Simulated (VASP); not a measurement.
# Rh (Fm-3m) in VASP: further runs

Rh is run at these levels: LDA; tasks: single point.

Everything below comes from runs of VASP 6.6.1. Logs are shortened: lines on timing, memory, paths and dates and some standing lists are left out, and cuts for length are marked.

## 1. The cell of the first run

It takes space group Fm-3m (No. 225, cubic). The conventional cell has a = 3.796 Å, b = 3.796 Å, c = 3.796 Å, α = 90.00°, β = 90.00°, γ = 90.00°. Within 3.5 Å of Rh (site symmetry m-3m) lie 12 Rh at 2.68 Å.

## 2. Single point, LDA, collinear spin, ferromagnetic start

File INCAR:

```
ALGO = Normal
EDIFF = 1E-7
ENCUT = 520
GGA = CA
ISIF = 2
ISMEAR = -1
ISPIN = 2
LASPH = T
LCHARG = F
LMAXMIX = 4
LORBIT = 11
LREAL = F
LWAVE = F
MAGMOM = 0.4
NBANDS = 18
NELM = 150
NUPDOWN = 0.4
PREC = Accurate
SIGMA = 0.05
```

File KPOINTS:

```
k-points
0
Gamma
  15 15 15
```

File POSCAR:

```
Rh
1.0
    0.0000000000      1.8978500000      1.8978500000
    1.8978500000      0.0000000000      1.8978500000
    1.8978500000      1.8978500000      0.0000000000
Rh
1
Direct
    0.0000000000      0.0000000000      0.0000000000
```

Potentials or basis: VASP PAW LDA potentials, release 64 (Rh_pv).

The run is started by

```sh
> cat potpaw_LDA.64/Rh_pv/POTCAR > POTCAR
> mpirun -np 1 vasp_std > vasp.out
```

OUTCAR:

```text
EDIFF = 1E-7
   ENCUT = 520
   GGA = CA
   ISIF = 2
   ISMEAR = -1
   ISPIN = 2
   LASPH = T
   LORBIT = 11
   LREAL = F
   NELM = 150
   NUPDOWN = 0.4
   PREC = Accurate

 ion  position               nearest neighbor table
   1  0.000  0.000  0.000-

  LATTYP: Found a face centered cubic cell.
 ALAT       =     3.7957000000

  Lattice vectors:

 A1 = (   0.0000000000,   1.8978500000,   1.8978500000)
 A2 = (   1.8978500000,   0.0000000000,   1.8978500000)
 A3 = (   1.8978500000,   1.8978500000,   0.0000000000)

Analysis of symmetry for initial positions (statically):
=====================================================================
 Subroutine PRICEL returns:
 Original cell was already a primitive cell.

 Routine SETGRP: Setting up the symmetry group for a
 face centered cubic supercell.

 Subroutine GETGRP returns: Found 48 space group operations
 (whereof 48 operations were pure point group operations)
 out of a pool of 48 trial point group operations.

The static configuration has the point symmetry O_h .

Analysis of symmetry for dynamics (positions and initial velocities):
=====================================================================
 Subroutine PRICEL returns:
 Original cell was already a primitive cell.

 Routine SETGRP: Setting up the symmetry group for a
 face centered cubic supercell.

 Subroutine GETGRP returns: Found 48 space group operations
 (whereof 48 operations were pure point group operations)
 out of a pool of 48 trial point group operations.

The dynamic configuration has the point symmetry O_h .

Analysis of structural, dynamic, and magnetic symmetry:
=====================================================================
 Subroutine PRICEL returns:
 Original cell was already a primitive cell.

 Routine SETGRP: Setting up the symmetry group for a
 face centered cubic supercell.

 Subroutine GETGRP returns: Found 48 space group operations
 (whereof 48 operations were pure point group operations)
 out of a pool of 48 trial point group operations.

The overall configuration has the point symmetry O_h .

 Subroutine INISYM returns: Found 48 space group operations
 (whereof 48 operations are pure point group operations),
 and found     1 'primitive' translations

----------------------------------------------------------------------------------------

                                     Primitive cell

  volume of cell :      13.6715

  direct lattice vectors                    reciprocal lattice vectors
     0.000000000  1.897850000  1.897850000    -0.263456016  0.263456016  0.263456016
     1.897850000  0.000000000  1.897850000     0.263456016 -0.263456016  0.263456016
     1.897850000  1.897850000  0.000000000     0.263456016  0.263456016 -0.263456016

  length of vectors
     2.683965209  2.683965209  2.683965209     0.456319205  0.456319205  0.456319205

  position of ions in fractional coordinates (direct lattice)
     0.000000000  0.000000000  0.000000000

  ion indices of the primitive-cell ions
   primitive index   ion index
                 1           1

----------------------------------------------------------------------------------------

 KPOINTS: k-points

Automatic generation of k-mesh.
 Grid dimensions read from file:
 generate k-points for:   15   15   15

 Generating k-lattice:

  Cartesian coordinates                     Fractional coordinates (reciprocal lattice)
    -0.017563734  0.017563734  0.017563734     0.066666667  0.000000000  0.000000000
     0.017563734 -0.017563734  0.017563734     0.000000000  0.066666667  0.000000000
     0.017563734  0.017563734 -0.017563734     0.000000000  0.000000000  0.066666667

  Length of vectors
     0.030421280  0.030421280  0.030421280

  Shift w.r.t. Gamma in fractional coordinates (k-lattice)
     0.000000000  0.000000000  0.000000000

 Subroutine IBZKPT returns following result:
 ===========================================

 Found    120 irreducible k-points:

 Following reciprocal coordinates:
            Coordinates               Weight
  0.000000  0.000000  0.000000      1.000000
  0.066667  0.000000  0.000000      8.000000
  0.133333  0.000000  0.000000      8.000000
  0.200000  0.000000  0.000000      8.000000
  0.266667  0.000000  0.000000      8.000000
  0.333333  0.000000  0.000000      8.000000
[... 16 lines left out ...]
  0.133333  0.133333  0.000000      6.000000
  0.200000  0.133333  0.000000     24.000000
 [... further k-points ...]
   k-points           NKPTS =    120   k-points in BZ     NKDIM =    120   number of bands    NBANDS=     18
   number of dos      NEDOS =    301   number of ions     NIONS =      1
   total plane-waves  NPLWV =   8000
   dimension x,y,z NGX =    20 NGY =   20 NGZ =   20
   dimension x,y,z NGXF=    40 NGYF=   40 NGZF=   40
   ions per type =               1
   NGX,Y,Z   is equivalent  to a cutoff of  12.39, 12.39, 12.39 a.u.
   NGXF,Y,Z  is equivalent  to a cutoff of  24.78, 24.78, 24.78 a.u.
 SYSTEM =  unknown system
   PREC   = accura    normal or accurate (medium, high low for compatibility)
   ISTART =      0    job   : 0-new  1-cont  2-samecut
   ICHARG =      2    charge: 1-file 2-atom 10-const
   ISPIN  =      2    spin polarized calculation?
   LNONCOLLINEAR =      F non collinear calculations
   LSORBIT =      F    spin-orbit coupling
   LASPH  =      T    aspherical Exc in radial PAW
   ENCUT  =  520.0 eV  38.22 Ry    6.18 a.u.   4.99  4.99  4.99*2*pi/ulx,y,z
   NELM   =    150;   NELMIN=  2; NELMDL= -5     # of ELM steps
   EDIFF  = 0.1E-06   stopping-criterion for ELM
   LREAL  =      F    real-space projection
   EDIFFG = 0.1E-05   stopping-criterion for IOM
   NSW    =      0    number of steps for IOM
   IBRION =     -1    ionic relax: 0-MD 1-quasi-New 2-CG
   NFREE  =      0    steps in history (QN), initial steepest desc. (CG)
   ISIF   =      2    stress and relaxation
   ISYM   =      2    0-nonsym 1-usesym 2-fastsym
   POTIM  = 0.5000    time-step for ionic-motion
   TEBEG  =    0.0;   TEEND  =   0.0 temperature during run
   PSTRESS=    0.0 pullay stress
   NELECT =      15.0000    total number of electrons
   NUPDOWN=       0.4000    fix difference up-down
   EMIN   =  10.00;   EMAX   =-10.00  energy-range for DOS
   EFERMI =   0.00;   METHOD = LEGACY
   ISMEAR =    -1;   SIGMA  =   0.05  broadening in eV -4-tet -1-fermi 0-gaus
   EFERMI_NEDOS =   21; number of points for ismear=-14 and -15
   IALGO  =     38    algorithm
   IMIX   =      4    mixing-type and parameters
     AMIX     =   0.40;   BMIX     =  1.00
     AMIX_MAG =   1.60;   BMIX_MAG =  1.00
  volume/ion in A,a.u.               =      13.67        92.26
  Fermi-wavevector in a.u.,A,eV,Ry     =   1.688496  3.190795 38.790465  2.851019
  Thomas-Fermi vector in A             =   2.770792
   LORBIT       =     11    0 simple, 1 ext, 2 COOP (PROOUT), +10 PAW based schemes
   GGA     = CA    functional components
   LHFCALC =     F    Hartree Fock is set to
   AEXX    =    0.0000 exact exchange contribution
   IVDW    =     0    specifies the selected vdW correction
   LEPSILON=     F    determine dielectric tensor
   LRPA    =     F    only Hartree local field effects (RPA)
 spin polarized calculation
  energy-cutoff  :      520.00
  volume of cell :       13.67
 maximum number of plane-waves:       378
   NGX =  9   NGY =  9   NGZ =  9

 number of electron      15.0000007 magnetization       0.4000000

 Free energy of the ion-electron system (eV)
  ---------------------------------------------------
  ext. energy  EPLUGINS =         0.00000000
  ---------------------------------------------------
  free energy    TOTEN  =        -8.63955058 eV

  energy without entropy =       -8.62699013  energy(sigma->0) =       -8.63327035

 E-fermi :  11.5925     XC(G=0): -14.3864

 val. band max:       11.9586049309   @ k =   0.4667   0.2000   0.0667
 cond. band min:      11.5927797056   @ k =  -0.3333   0.2667   0.0000
 fundamental gap:     -0.3658252253
 Fermi energy:        11.9603724989

 spin component 1

 k-point     1 :       0.0000    0.0000    0.0000
  band No.  band energies     occupation
      1     -34.4908      1.00000
      2     -34.4908      1.00000
      3     -34.4908      1.00000
      4       3.6970      1.00000
      5       8.5691      1.00000
      6       8.5691      1.00000
[... 10 lines left out ...]
     17      44.3325      0.00000
     18      44.3325      0.00000

 k-point     2 :       0.0667    0.0000    0.0000
  band No.  band energies     occupation
      1     -34.5248      1.00000
      2     -34.4954      1.00000
      3     -34.4954      1.00000
      4       3.8771      1.00000
      5       8.4904      1.00000
      6       8.6394      1.00000
[... 10 lines left out ...]
     17      43.7556      0.00000
     18      43.7556      0.00000
[... 442 lines left out ...]
 k-point    24 :       0.2000    0.1333    0.0000
  band No.  band energies     occupation
      1     -34.7068      1.00000
      2     -34.5611      1.00000
      3     -34.5547      1.00000
      4       5.1505      1.00000
      5       7.7288      1.00000
      6       9.2210      1.00000
[... 10 lines left out ...]
     17      42.5674      0.00000
     18      44.9130      0.00000

 [... further k-points ...]

 spin component 2

 k-point     1 :       0.0000    0.0000    0.0000
  band No.  band energies     occupation
      1     -34.2049      1.00000
      2     -34.2049      1.00000
      3     -34.2049      1.00000
      4       3.7883      1.00000
      5       8.8029      1.00000
      6       8.8029      1.00000
[... 10 lines left out ...]
     17      44.4634      0.00000
     18      44.4634      0.00000

 k-point     2 :       0.0667    0.0000    0.0000
  band No.  band energies     occupation
      1     -34.2391      1.00000
      2     -34.2095      1.00000
      3     -34.2095      1.00000
      4       3.9685      1.00000
      5       8.7221      1.00000
      6       8.8736      1.00000
[... 10 lines left out ...]
     17      43.8873      0.00000
     18      43.8873      0.00000
[... 442 lines left out ...]
 k-point    24 :       0.2000    0.1333    0.0000
  band No.  band energies     occupation
      1     -34.4225      1.00000
      2     -34.2756      1.00000
      3     -34.2692      1.00000
      4       5.2473      1.00000
      5       7.9497      1.00000
      6       9.4598      1.00000
[... 10 lines left out ...]
     17      42.7094      0.00000
     18      45.0412      0.00000

 [... further k-points ...]
[... 5 lines left out ...]
  --------------------------------------------------------------------------------------
  -------------------------------------------------------------------------------------
  Total       -0.6443985     -0.6443985     -0.6443985      0.0000000      0.0000000     -0.0000000
  in kB      -75.5178175    -75.5178175    -75.5178175      0.0000000      0.0000000     -0.0000000
  external PRESSURE =     -75.5178175 kB  Pullay stress =       0.0000000 kB

 VOLUME and BASIS-vectors are now :
 -----------------------------------------------------------------------------
  energy-cutoff  :      520.00
  volume of cell :       13.67
      direct lattice vectors                 reciprocal lattice vectors
     0.000000000  1.897850000  1.897850000    -0.263456016  0.263456016  0.263456016
     1.897850000  0.000000000  1.897850000     0.263456016 -0.263456016  0.263456016
     1.897850000  1.897850000  0.000000000     0.263456016  0.263456016 -0.263456016

 POSITION                                       TOTAL-FORCE (eV/Angst)
 -----------------------------------------------------------------------------------
      0.00000      0.00000      0.00000        -0.000000      0.000000     -0.000000
 -----------------------------------------------------------------------------------
    total drift:                                0.000000      0.000000      0.000000

  FREE ENERGIE OF THE ION-ELECTRON SYSTEM (eV)
  ---------------------------------------------------
  free  energy   TOTEN  =        -8.6395505808 eV

  energy  without entropy=       -8.6269901268  energy(sigma->0) =       -8.63327035

 total charge

# of ion       s       p       d       tot
------------------------------------------
    1        0.418   6.306   7.072  13.797

 magnetization (x)

# of ion       s       p       d       tot
------------------------------------------
    1        0.002   0.004   0.384   0.390
```

It took 32 s on 1 thread of Intel Xeon Platinum 8559C (Emerald Rapids), shared host; peak memory 0.15 GiB.

What came out:

```yaml
Free_energy: -8.6396 eV
Pressure: -7.6 GPa
Net_moment: 0.40 μB per cell
Site_moments: Rh +0.39 μB
Valence_electrons_inside_the_program's_atomic_spheres: Rh 13.80
```

Caveat: the cell stands under tension; the total moment is fixed, so each spin has its own Fermi level and the state may be an excited one.

## 3. Single point, LDA, collinear spin, ferromagnetic start

File INCAR:

```
PREC = Accurate
ENCUT = 520
EDIFF = 1E-6
ISMEAR = -1
SIGMA = 0.05
LREAL = F
LASPH = T
NELM = 150
ALGO = Normal
ISIF = 2
LWAVE = F
LCHARG = F
ISPIN = 2
MAGMOM = 0.6
LORBIT = 11
NUPDOWN = 0.6
LMAXMIX = 4
NBANDS = 18
```

File KPOINTS:

```
Automatic mesh
0
Gamma
  15 15 15
```

POSCAR is that of step 2.

Potentials or basis: VASP PAW LDA potentials, release 64 (Rh_pv).

The run is started by

```sh
> cat potpaw_LDA.64/Rh_pv/POTCAR > POTCAR
> mpirun -np 1 vasp_std > vasp.out
```

OUTCAR:

```text
PREC = Accurate
   ENCUT = 520
   EDIFF = 1E-6
   ISMEAR = -1
   LREAL = F
   LASPH = T
   NELM = 150
   ISIF = 2
   ISPIN = 2
   LORBIT = 11
   NUPDOWN = 0.6

 ion  position               nearest neighbor table
   1  0.000  0.000  0.000-

  LATTYP: Found a face centered cubic cell.
 ALAT       =     3.7957000000

  Lattice vectors:

 A1 = (   0.0000000000,   1.8978500000,   1.8978500000)
 A2 = (   1.8978500000,   0.0000000000,   1.8978500000)
 A3 = (   1.8978500000,   1.8978500000,   0.0000000000)

Analysis of symmetry for initial positions (statically):
=====================================================================
 Subroutine PRICEL returns:
 Original cell was already a primitive cell.
[... 1210 lines left out ...]
  Total       -0.5117889     -0.5117889     -0.5117889      0.0000000      0.0000000     -0.0000000
  in kB      -59.9771432    -59.9771432    -59.9771432      0.0000000      0.0000000     -0.0000000
  external PRESSURE =     -59.9771432 kB  Pullay stress =       0.0000000 kB

 VOLUME and BASIS-vectors are now :
 -----------------------------------------------------------------------------
  energy-cutoff  :      520.00
  volume of cell :       13.67
      direct lattice vectors                 reciprocal lattice vectors
     0.000000000  1.897850000  1.897850000    -0.263456016  0.263456016  0.263456016
     1.897850000  0.000000000  1.897850000     0.263456016 -0.263456016  0.263456016
     1.897850000  1.897850000  0.000000000     0.263456016  0.263456016 -0.263456016

 POSITION                                       TOTAL-FORCE (eV/Angst)
 -----------------------------------------------------------------------------------
      0.00000      0.00000      0.00000         0.000000      0.000000      0.000000
 -----------------------------------------------------------------------------------
    total drift:                                0.000000      0.000000      0.000000

  FREE ENERGIE OF THE ION-ELECTRON SYSTEM (eV)
  ---------------------------------------------------
  free  energy   TOTEN  =        -8.5969641589 eV

  energy  without entropy=       -8.5827062415  energy(sigma->0) =       -8.58983520

 total charge

# of ion       s       p       d       tot
------------------------------------------
    1        0.418   6.306   7.073  13.798

 magnetization (x)

# of ion       s       p       d       tot
------------------------------------------
    1        0.002   0.004   0.581   0.587
```

Wall time 39 s (1 thread of Intel Xeon Platinum 8559C (Emerald Rapids), shared host); peak memory 0.15 GiB.

What came out:

* Free energy: -8.5970 eV
* Pressure: -6.0 GPa
* Net moment: 0.60 μB per cell
* Site moments: Rh +0.59 μB
* Valence electrons inside the program's atomic spheres: Rh 13.80

Caveat: the cell stands under tension; the total moment is fixed, so each spin has its own Fermi level and the state may be an excited one.

## 4. Single point, LDA, collinear spin, ferromagnetic start

File INCAR:

```
SYSTEM = Rh
ALGO     = Normal         ! electronic algorithm
EDIFF    = 1E-7           ! SCF threshold, eV
ENCUT    = 520            ! plane-wave cutoff, eV
GGA      = CA             ! functional
ISIF     = 2              ! what is computed and relaxed
ISMEAR   = -1             ! smearing method
ISPIN    = 2              ! spin polarisation
LASPH    = .TRUE.         ! aspherical terms in the spheres
LCHARG   = .TRUE.         ! write CHGCAR
LELF     = .TRUE.         ! ELF
LMAXMIX  = 4              ! l up to which the mixer works
LORBIT   = 11             ! projections on sites
LREAL    = .FALSE.        ! projectors in reciprocal space
LVHAR    = .TRUE.       
LWAVE    = .FALSE.        ! write WAVECAR
MAGMOM   = 0.9            ! initial moments
NBANDS   = 18             ! bands
NELM     = 150            ! most SCF steps
NUPDOWN  = 0.9            ! fixed moment
PREC     = Accurate       ! precision mode
SIGMA    = 0.05           ! smearing width, eV
```

File KPOINTS:

```
k-points
0
G
  15 15 15
  0 0 0
```

POSCAR is that of step 3.

The run is started by

```sh
> cat potpaw_LDA.64/Rh_pv/POTCAR > POTCAR
> mpirun -np 1 vasp_std > vasp.out
```

Wall time 41 s (1 thread of Intel Xeon Platinum 8559C (Emerald Rapids), shared host); peak memory 0.15 GiB.

It converged, with:

| Item | Value |
| --- | --- |
| Free energy | -8.5111 eV |
| Pressure | -2.8 GPa |
| Net moment | 0.90 μB per cell |
| Site moments | Rh +0.88 μB |
| Valence electrons inside the program's atomic spheres | Rh 13.80 |

Caveat: the total moment is fixed, so each spin has its own Fermi level and the state may be an excited one.

[end of part 1 of 2]
